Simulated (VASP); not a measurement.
# Si16O (a cell with a defect) in VASP: single point with PBE+D3(BJ)

Aim: the single point of Si16O (a cell with a defect) with PBE+D3(BJ).

Program: VASP 6.6.1. These are calculated values, not measurements. Logs are shortened: lines on timing, memory, paths and dates and some standing lists are left out, and cuts for length are marked.

## (1) The cell of the first run

The cell holds a defect, 17 atoms: a = 7.679 Å, b = 7.679 Å, c = 7.679 Å, α = 60.00°, β = 60.00°, γ = 60.00°.

## (2) Single point, PBE+D3(BJ), collinear spin, ferromagnetic start

Input file INCAR:

```
SYSTEM = Si16O
PREC = Accurate ; ENCUT = 520
EDIFF = 1E-7 ; ISMEAR = -1
SIGMA = 0.05 ; LREAL = Auto
LASPH = .TRUE. ; NELM = 150
ALGO = Normal ; ISIF = 2
LWAVE = .FALSE. ; LCHARG = .FALSE.
ISPIN = 2 ; MAGMOM = 0 0 0 0 0 0 0 0 0 0 0 0 0 0 0 0 1
LORBIT = 11 ; GGA = PE
IVDW = 12 ; NBANDS = 53
```

Input file KPOINTS:

```
Automatic mesh
0
G
  2 2 2
  0 0 0
```

Input file POSCAR:

```
Si16O
1.0
    0.0000000000      5.4300000000      5.4300000000
    5.4300000000      0.0000000000      5.4300000000
    5.4300000000      5.4300000000      0.0000000000
Si O
16 1
Direct
   -0.0004595692     -0.0063020711      0.0050587301
    0.1281933914      0.1132110572      0.1327409464
    0.0451882418      0.0003728291      0.5075569333
    0.1576365819      0.1339849104      0.6335204151
    0.0060056010      0.4880312651      0.0035027011
    0.1274226574      0.6187423330      0.1258633991
    0.0045005088      0.5073943547      0.5001568878
    0.1309996278      0.6272978678      0.6293228915
    0.4996085884     -0.0269690794     -0.0235793980
    0.6242158064      0.1058291818      0.0903969879
    0.5135944665     -0.0246802107      0.4612784213
    0.6741019268      0.1254108546      0.6196352666
    0.5015719077      0.4789057396     -0.0001753735
    0.6319286154      0.5991989244      0.1247014820
    0.5043444762      0.4900599353      0.5004883539
    0.6286589213      0.6093730872      0.6261296695
    0.6994490505      1.0417413210      0.4433456859
```

Potentials or basis: VASP PAW PBE potentials, release 64 (Si, O).

Started as:

```console
$ cat potpaw_PBE.64/Si/POTCAR potpaw_PBE.64/O/POTCAR > POTCAR
$ mpirun -np 1 vasp_std > vasp.out
```

OUTCAR:

```text
SYSTEM = Si16O
   PREC = Accurate
   ENCUT = 520
   EDIFF = 1E-7
   ISMEAR = -1
   LREAL = Auto
   LASPH = .TRUE.
   NELM = 150
   ISIF = 2
   ISPIN = 2
   LORBIT = 11
   GGA = PE
   IVDW = 12
 IVDW          = 12

 ion  position               nearest neighbor table
   1  1.000  0.994  0.005-   6 2.35   4 2.35   2 2.36  10 2.38
   2  0.128  0.113  0.133-   5 2.35   9 2.35   1 2.36   3 2.38
   3  0.045  0.000  0.508-  12 2.33   4 2.33   8 2.36   2 2.38
   4  0.158  0.134  0.634-  11 2.32   3 2.33   1 2.35   7 2.36
   5  0.006  0.488  0.004-   6 2.35  14 2.35   8 2.35   2 2.35
   6  0.127  0.619  0.126-   5 2.35  13 2.35   7 2.35   1 2.35
   7  0.005  0.507  0.500-   6 2.35   8 2.36   4 2.36  16 2.36
   8  0.131  0.627  0.629-  15 2.34   5 2.35   7 2.36   3 2.36
   9  0.500  0.973  0.976-  12 2.32  10 2.33   2 2.35  14 2.35
  10  0.624  0.106  0.090-  11 2.33   9 2.33  13 2.35   1 2.38
  11  0.514  0.975  0.461-  17 1.67  16 2.31   4 2.32  10 2.33  12 2.94
  12  0.674  0.125  0.620-  17 1.66  15 2.31   9 2.32   3 2.33  11 2.94
  13  0.502  0.479  1.000-  16 2.34   6 2.35  10 2.35  14 2.35
  14  0.632  0.599  0.125-   5 2.35   9 2.35  13 2.35  15 2.36
  15  0.504  0.490  0.500-  12 2.31  16 2.32   8 2.34  14 2.36
  16  0.629  0.609  0.626-  11 2.31  15 2.32  13 2.34   7 2.36
  17  0.699  0.042  0.443-  12 1.66  11 1.67

  LATTYP: Found a face centered cubic cell.
 ALAT       =    10.8600000000

  Lattice vectors:

 A1 = (   0.0000000000,   5.4300000000,   5.4300000000)
 A2 = (   5.4300000000,   0.0000000000,   5.4300000000)
 A3 = (   5.4300000000,   5.4300000000,   0.0000000000)

Analysis of symmetry for initial positions (statically):
=====================================================================
 Subroutine PRICEL returns:
 Original cell was already a primitive cell.

 Routine SETGRP: Setting up the symmetry group for a
 face centered cubic supercell.

 Subroutine GETGRP returns: Found  1 space group operations
 (whereof  1 operations were pure point group operations)
 out of a pool of 48 trial point group operations.

The static configuration has the point symmetry C_1 .

Analysis of symmetry for dynamics (positions and initial velocities):
=====================================================================
 Subroutine PRICEL returns:
 Original cell was already a primitive cell.

 Routine SETGRP: Setting up the symmetry group for a
 face centered cubic supercell.

 Subroutine GETGRP returns: Found  1 space group operations
 (whereof  1 operations were pure point group operations)
 out of a pool of 48 trial point group operations.

The dynamic configuration has the point symmetry C_1 .

Analysis of structural, dynamic, and magnetic symmetry:
=====================================================================
 Subroutine PRICEL returns:
 Original cell was already a primitive cell.

 Routine SETGRP: Setting up the symmetry group for a
 face centered cubic supercell.

 Subroutine GETGRP returns: Found  1 space group operations
 (whereof  1 operations were pure point group operations)
 out of a pool of 48 trial point group operations.

The overall configuration has the point symmetry C_1 .

 Subroutine INISYM returns: Found  1 space group operations
 (whereof  1 operations are pure point group operations),
 and found     1 'primitive' translations

----------------------------------------------------------------------------------------

                                     Primitive cell

  volume of cell :     320.2060

  direct lattice vectors                    reciprocal lattice vectors
     0.000000000  5.430000000  5.430000000    -0.092081031  0.092081031  0.092081031
     5.430000000  0.000000000  5.430000000     0.092081031 -0.092081031  0.092081031
     5.430000000  5.430000000  0.000000000     0.092081031  0.092081031 -0.092081031

  length of vectors
     7.679179644  7.679179644  7.679179644     0.159489025  0.159489025  0.159489025

  position of ions in fractional coordinates (direct lattice)
     0.999540431  0.993697929  0.005058730
     0.128193391  0.113211057  0.132740946
     0.045188242  0.000372829  0.507556933
     0.157636582  0.133984910  0.633520415
     0.006005601  0.488031265  0.003502701
     0.127422657  0.618742333  0.125863399
[... 9 lines left out ...]
     0.628658921  0.609373087  0.626129670
[... 63 lines left out ...]
   ions per type =              16   1
   NGX,Y,Z   is equivalent  to a cutoff of  12.99, 12.99, 12.99 a.u.
   NGXF,Y,Z  is equivalent  to a cutoff of  25.98, 25.98, 25.98 a.u.
 SYSTEM =  Si16O
   PREC   = accura    normal or accurate (medium, high low for compatibility)
   ISTART =      0    job   : 0-new  1-cont  2-samecut
   ICHARG =      2    charge: 1-file 2-atom 10-const
   ISPIN  =      2    spin polarized calculation?
   LNONCOLLINEAR =      F non collinear calculations
   LSORBIT =      F    spin-orbit coupling
   LASPH  =      T    aspherical Exc in radial PAW
   ENCUT  =  520.0 eV  38.22 Ry    6.18 a.u.  14.28 14.28 14.28*2*pi/ulx,y,z
   NELM   =    150;   NELMIN=  2; NELMDL= -5     # of ELM steps
   EDIFF  = 0.1E-06   stopping-criterion for ELM
   LREAL  =      T    real-space projection
   EDIFFG = 0.1E-05   stopping-criterion for IOM
   NSW    =      0    number of steps for IOM
   IBRION =     -1    ionic relax: 0-MD 1-quasi-New 2-CG
   NFREE  =      0    steps in history (QN), initial steepest desc. (CG)
   ISIF   =      2    stress and relaxation
   ISYM   =      2    0-nonsym 1-usesym 2-fastsym
   POTIM  = 0.5000    time-step for ionic-motion
   TEBEG  =    0.0;   TEEND  =   0.0 temperature during run
   PSTRESS=    0.0 pullay stress
   NELECT =      70.0000    total number of electrons
   NUPDOWN=      -1.0000    fix difference up-down
   EMIN   =  10.00;   EMAX   =-10.00  energy-range for DOS
   EFERMI =   0.00;   METHOD = LEGACY
   ISMEAR =    -1;   SIGMA  =   0.05  broadening in eV -4-tet -1-fermi 0-gaus
   EFERMI_NEDOS =   21; number of points for ismear=-14 and -15
   IALGO  =     38    algorithm
   IMIX   =      4    mixing-type and parameters
     AMIX     =   0.40;   BMIX     =  1.00
     AMIX_MAG =   1.60;   BMIX_MAG =  1.00
  volume/ion in A,a.u.               =      18.84       127.11
  Fermi-wavevector in a.u.,A,eV,Ry     =   0.986199  1.863645 13.232857  0.972588
  Thomas-Fermi vector in A             =   2.117562
   LORBIT       =     11    0 simple, 1 ext, 2 COOP (PROOUT), +10 PAW based schemes
   GGA     = PE    functional components
   LHFCALC =     F    Hartree Fock is set to
   AEXX    =    0.0000 exact exchange contribution
   IVDW    =    12    specifies the selected vdW correction
   LEPSILON=     F    determine dielectric tensor
   LRPA    =     F    only Hartree local field effects (RPA)
 spin polarized calculation
  energy-cutoff  :      520.00
  volume of cell :      320.21
 maximum number of plane-waves:      8646
 NGX is ok and might be reduce to    60
   NGX = 29   NGY = 29   NGZ = 29

 number of electron      69.9999997 magnetization       0.0000165

 number of electron      69.9999997 magnetization      -0.0000011

 Free energy of the ion-electron system (eV)
  ---------------------------------------------------
  ext. energy  EPLUGINS =         0.00000000
  ---------------------------------------------------
  free energy    TOTEN  =       -92.69528206 eV

  energy without entropy =      -92.69390030  energy(sigma->0) =      -92.69459118

 E-fermi :   6.1395     XC(G=0):  -9.5328

 val. band max:        5.8818579230   @ k =   0.0000   0.0000   0.0000
 cond. band min:       6.3750924657   @ k =   0.0000   0.0000   0.0000
 fundamental gap:      0.4932345426
 Fermi energy:         6.1394632255

 spin component 1

 k-point     1 :       0.0000    0.0000    0.0000
  band No.  band energies     occupation
      1     -14.4430      1.00000
      2      -5.8106      1.00000
      3      -4.3843      1.00000
      4      -3.6876      1.00000
      5      -3.6676      1.00000
      6      -3.3243      1.00000
[... 389 lines left out ...]
     46      10.3392      0.00000
     47      10.4280      0.00000
 Fermi energy:         6.1394632255

 spin component 2

 k-point     1 :       0.0000    0.0000    0.0000
  band No.  band energies     occupation
      1     -14.4430      1.00000
      2      -5.8106      1.00000
      3      -4.3843      1.00000
      4      -3.6876      1.00000
      5      -3.6676      1.00000
      6      -3.3243      1.00000
[... 389 lines left out ...]
     46      10.3392      0.00000
     47      10.4280      0.00000
 [bands above 47 left out]

------------------------ aborting loop because EDIFF is reached ----------------------------------------

 Edisp (eV)   -5.21755

 E8    (eV) :    -2.1449

  FORCE on cell =-STRESS in cart. coord.  units (eV):
  Direction    XX          YY          ZZ          XY          YZ          ZX
  --------------------------------------------------------------------------------------
  -------------------------------------------------------------------------------------
  Total       3.15313     3.79985     3.18540     2.41709     2.15835     2.99305
  in kB      15.77693    19.01289    15.93842    12.09411    10.79950    14.97599
  external pressure =       16.91 kB  Pullay stress =        0.00 kB

 VOLUME and BASIS-vectors are now :
 -----------------------------------------------------------------------------
  energy-cutoff  :      520.00
  volume of cell :      320.21
      direct lattice vectors                 reciprocal lattice vectors
     0.000000000  5.430000000  5.430000000    -0.092081031  0.092081031  0.092081031
     5.430000000  0.000000000  5.430000000     0.092081031 -0.092081031  0.092081031
     5.430000000  5.430000000  0.000000000     0.092081031  0.092081031 -0.092081031

 POSITION                                       TOTAL-FORCE (eV/Angst)
 -----------------------------------------------------------------------------------
      5.42325      5.45497     10.82328        -0.006891     -0.000399      0.003502
      1.33552      1.41687      1.31083        -0.010487     -0.003930     -0.004115
      2.75806      3.00141      0.24740         0.009378      0.019052      0.011026
      4.16755      4.29598      1.58350        -0.009493     -0.000996     -0.010881
      2.66903      0.05163      2.68262        -0.000886      0.003070      0.007145
      4.04321      1.37534      4.05168         0.002997      0.004776      0.003430
[... 9 lines left out ...]
      6.70878      6.81350      6.72251         0.025047      0.013160      0.015309
      2.63402      6.20538      4.02466        -0.031648     -0.032379     -0.025740
 -----------------------------------------------------------------------------------
    total drift:                                0.002344      0.005643     -0.006515

  FREE ENERGIE OF THE ION-ELECTRON SYSTEM (eV)
  ---------------------------------------------------
  free  energy   TOTEN  =       -97.9128307353 eV

  energy  without entropy=      -97.9114489681  energy(sigma->0) =      -97.91213985

 total charge

# of ion       s       p       d       tot
------------------------------------------
    1        0.744   0.936   0.000   1.680
    2        0.744   0.937   0.000   1.681
    3        0.749   0.954   0.000   1.703
    4        0.745   0.967   0.000   1.712
    5        0.738   0.960   0.000   1.699
    6        0.738   0.960   0.000   1.698
[... 9 lines left out ...]
   16        0.744   0.977   0.000   1.721
   17        1.576   3.597   0.000   5.173
--------------------------------------------------
tot         13.462  18.887   0.000  32.349

 magnetization (x)

# of ion       s       p       d       tot
------------------------------------------
    1        0.000   0.000   0.000   0.000
    2       -0.000   0.000   0.000   0.000
    3       -0.000  -0.000   0.000  -0.000
    4       -0.000   0.000   0.000   0.000
    5        0.000   0.000   0.000   0.000
    6        0.000   0.000   0.000   0.000
[... 9 lines left out ...]
   16       -0.000   0.000   0.000   0.000
   17        0.000  -0.000   0.000  -0.000
--------------------------------------------------
tot          0.000   0.000   0.000   0.000
```

It took 5.4 min on 1 thread of Intel Xeon 6975P-C (Granite Rapids), shared host; peak memory 0.7 GiB.

What came out:

```yaml
Free_energy: -97.9128 eV
Pressure: 1.7 GPa
Largest_force: 0.063 eV/Å
Band_gap_on_the_k_mesh: 0.49 eV
Net_moment: 0.00 μB per cell
Valence_electrons_inside_the_program's_atomic_spheres: Si 1.68, 1.70, 1.71, 1.69, 1.72 (each value once); O 5.17
Dispersion_energy_per_atom: -0.307 eV
```

Forces on the atoms (eV/Å):
```
Si  -0.007  0.000  0.004
Si  -0.010 -0.004 -0.004
Si   0.009  0.019  0.011
Si  -0.009 -0.001 -0.011
Si  -0.001  0.003  0.007
Si   0.003  0.005  0.003
Si  -0.010  0.005  0.002
Si   0.000 -0.005  0.001
Si   0.006  0.007  0.007
Si  -0.004  0.008 -0.001
Si  -0.018 -0.048 -0.015
Si   0.048  0.033  0.021
Si   0.003 -0.008 -0.001
Si  -0.012 -0.004 -0.004
Si   0.008  0.009 -0.009
Si   0.025  0.013  0.015
O   -0.032 -0.032 -0.026
```

Levels at points of the mesh, in eV from the valence-band top:
Spin up:
```
           k point  band 32  band 33  band 34  band 35  band 36  band 37  band 38  band 39
(0.00, 0.00, 0.00)    -0.92    -0.32    -0.06     0.00     0.49     0.79     0.82     0.99
(0.50, 0.00, 0.00)    -1.21    -0.80    -0.62    -0.53     1.31     1.43     1.59     1.71
(0.00, 0.50, 0.00)    -1.22    -0.76    -0.63    -0.56     1.21     1.47     1.61     1.67
(0.00, 0.00, 0.50)    -1.22    -0.79    -0.61    -0.55     1.33     1.43     1.59     1.71
(0.50, 0.50, 0.50)    -0.75    -0.67    -0.66    -0.07     1.16     1.46     1.54     1.57
(0.50, 0.50, 0.00)    -1.43    -1.26    -1.18    -0.57     1.30     1.47     2.33     2.42
(0.00, 0.50, 0.50)    -1.43    -1.27    -1.18    -0.45     1.26     1.47     2.33     2.39
(0.50, 0.00, 0.50)    -1.36    -1.33    -1.02    -0.94     1.43     1.48     2.31     2.41
```
Spin down:
```csv
k point,band 33,band 34,band 35,band 36,band 37,band 38
"(0.00, 0.00, 0.00)",-0.32,-0.06,0.00,0.49,0.79,0.82
"(0.50, 0.00, 0.00)",-0.80,-0.62,-0.53,1.31,1.43,1.59
"(0.00, 0.50, 0.00)",-0.76,-0.63,-0.56,1.21,1.47,1.61
"(0.00, 0.00, 0.50)",-0.79,-0.61,-0.55,1.33,1.43,1.59
"(0.50, 0.50, 0.50)",-0.67,-0.66,-0.07,1.16,1.46,1.54
"(0.50, 0.50, 0.00)",-1.26,-1.18,-0.57,1.30,1.47,2.33
"(0.00, 0.50, 0.50)",-1.27,-1.18,-0.45,1.26,1.47,2.33
"(0.50, 0.00, 0.50)",-1.33,-1.02,-0.94,1.43,1.48,2.31
```

Caveat: the k points lie up to 0.50 Å⁻¹ apart.
